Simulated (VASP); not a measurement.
Here is a VASP 6.6.1 calculation.

Contents of INCAR:

```
PREC     = Accurate       # precision mode
ENCUT    = 520            # plane-wave cutoff, eV
EDIFF    = 1E-7           # SCF threshold, eV
ISMEAR   = 0              # smearing method
SIGMA    = 0.1            # smearing width, eV
LREAL    = False          # projectors in reciprocal space
LASPH    = True           # aspherical terms in the spheres
NELM     = 120            # most SCF steps
ALGO     = Normal         # electronic algorithm
ISIF     = 2              # what is computed and relaxed
LWAVE    = False          # write WAVECAR
LCHARG   = False          # write CHGCAR
LDIPOL   = True         
IDIPOL   = 3            
DIPOL    = 0.5 0.5 0.357
GGA      = PE             # functional
IBRION   = 2              # ionic algorithm
NSW      = 36             # ionic steps
EDIFFG   = -0.025         # ionic threshold
GGA_COMPAT= False        
NELMIN   = 4            
NELMDL   = -8           
KPAR     = 4
```

The input KPOINTS:

```
regular mesh
0
Gamma
  9 6 1
```

The input POSCAR:

```
Ti6C
1.0
    2.8319727860      0.0000000000      0.0000000000
    0.0000000000      4.5793473380      0.0000000000
    0.0000000000      0.0000000000     22.0506909065
Ti C
6 1
Selective dynamics
Direct
    0.5000000000      0.0000000000      0.1814002118  F F F
    0.0000000000      0.5000000000      0.2413504290  F F F
    0.5000000000      0.0000000000      0.3013006462  F F F
    0.5000000000      0.5000000000      0.3625816208  F F F
    0.0000000000      0.0000000000      0.4208167734  F F F
    0.5000000000      0.5000000000      0.4784743912  F F F
    1.0000000000      0.8000000000      0.5147544335  F F T
```

Potentials or basis: VASP PAW PBE potentials, release 64 (Ti_sv, C).

Command:

```console
$ cat potpaw_PBE.64/Ti_sv/POTCAR potpaw_PBE.64/C/POTCAR > POTCAR
$ mpirun -np 4 vasp_std > vasp.out
```

Question: Estimate the band gap on the k mesh.

Answer: Zero (bands 38 and 39 overlap by 0.15 eV).

Question: Predict the energy gained by relaxing.

Answer: 107.1 meV/atom.

Final structure:
```
Ti C
1.0
     2.83197    0.00000    0.00000
     0.00000    4.57935    0.00000
     0.00000    0.00000   22.05069
Ti C
6 1
Direct
  0.50000 0.00000 0.18140
  0.00000 0.50000 0.24135
  0.50000 0.00000 0.30130
  0.50000 0.50000 0.36258
  0.00000 0.00000 0.42082
  0.50000 0.50000 0.47847
  0.00000 0.80000 0.49618
```
